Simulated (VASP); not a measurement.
The system is SiO2.

```xyz
3
Lattice="0.0000 2.2642 2.3774 2.2642 0.0000 2.3774 2.2642 2.2642 0.0000" Properties=species:S:1:pos:R:3 pbc="T T T"
Si    0.0000    0.0000    0.0000
O     1.1321    1.1321    1.1887
O     3.3963    3.3963    3.5661
```

This cell differs from its parent crystal: uniaxial z strain +5.0%.

Base run:

| Property | Result |
| --- | --- |
| Program | VASP 6.6.1 |
| Functional | r2SCAN |
| Potentials or basis | VASP PAW PBE potentials, release 64 (Si, O) |
| Cutoff | 520 eV |
| k mesh | 10 × 10 × 10 |
| Occupations | gaussian, width 0.01 eV |
| Spin | no spin polarisation |

Its results: band gap on the k mesh 1.86 eV (least direct gap 2.05 eV); pressure -12.2 GPa.

**Question.** The run is repeated on the same cell with these changes: functional from r2SCAN to HSE06; k mesh from 10 × 10 × 10 to 6 × 6 × 6. What comes out?

**Answer.** Band gap on the k mesh 2.68 eV (least direct gap 2.94 eV); pressure -16.6 GPa.

Several settings changed at once.

Caveats: the cell stands under tension; the PAW data sets were made with another functional, which shifts forces and pressure a little.

A k mesh can miss the band edges.
